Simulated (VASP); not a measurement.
Write the native input for VASP 6.6.1 that does the following.

```
Task                   : single point
Functional             : PBEsol
Potentials or basis    : VASP PAW PBE potentials, release 64 (Ti_sv, Al)
Cutoff                 : 520 eV
k mesh                 : 12 × 12 × 4
Occupations            : gaussian, width 0.15 eV
Spin                   : no spin polarisation
Dipole correction      : no
Further INCAR settings : ALGO = Fast; EDIFF = 1e-06; NBANDS = 44
```

The structure of TiAl3 lies in POSCAR:

```
TiAl3
1.0
    0.0000000000     -3.9483448101      0.0000000000
    0.0000000000      0.0000000000     -3.9483448101
   12.8450344302      0.0000000000      0.0000000000
Ti Al
3 9
Direct
    0.0000000000      1.0000000000      0.2305218570
    0.0000000000      1.0000000000      0.5379048252
    0.0000000000      1.0000000000      0.8452877935
    0.5000000000      0.0000000000      0.0768303729
    0.5000000000      0.0000000000      0.3842133411
    0.5000000000      0.0000000000      0.6915963094
    0.0000000000      0.5000000000      0.0768303729
    0.0000000000      0.5000000000      0.3842133411
    0.0000000000      0.5000000000      0.6915963094
    0.5000000000      0.5000000000      0.8452877935
    0.5000000000      0.5000000000      0.2305218570
    0.5000000000      0.5000000000      0.5379048252
```

This cell differs from its parent crystal: the distance across one plane changed.

These files were run (other wordings do the same):

INCAR

```
  ALGO = Fast
  EDIFF = 1E-6
  ENCUT = 520
  GGA = PS
  ISIF = 2
  ISMEAR = 0
  LASPH = True
  LCHARG = True
  LELF = True
  LREAL = False
  LVHAR = True
  LWAVE = False
  NBANDS = 44
  NELM = 60
  PREC = Accurate
  SIGMA = 0.15
```

KPOINTS

```
k-points
0
Gamma
  12 12 4
```

Potentials or basis: VASP PAW PBE potentials, release 64 (Ti_sv, Al).

The run is started by

```console
$ cat potpaw_PBE.64/Ti_sv/POTCAR potpaw_PBE.64/Al/POTCAR > POTCAR
$ mpirun -np 1 vasp_std > vasp.out
```

It gave:

* Pressure: -3.0 GPa
* Largest force: 1.020 eV/Å
* Band gap on the k mesh: zero (an odd number of electrons rules out a gap without spin polarisation)

Caveat: the cell differs from its parent crystal (the distance across one plane changed); the PAW data sets were made with another functional, which shifts forces and pressure a little.

Run time: 22 min on 1 thread of Intel(R) Xeon(R) 6975P-C (Granite Rapids), with other jobs on the host, peak memory 0.67 GiB.
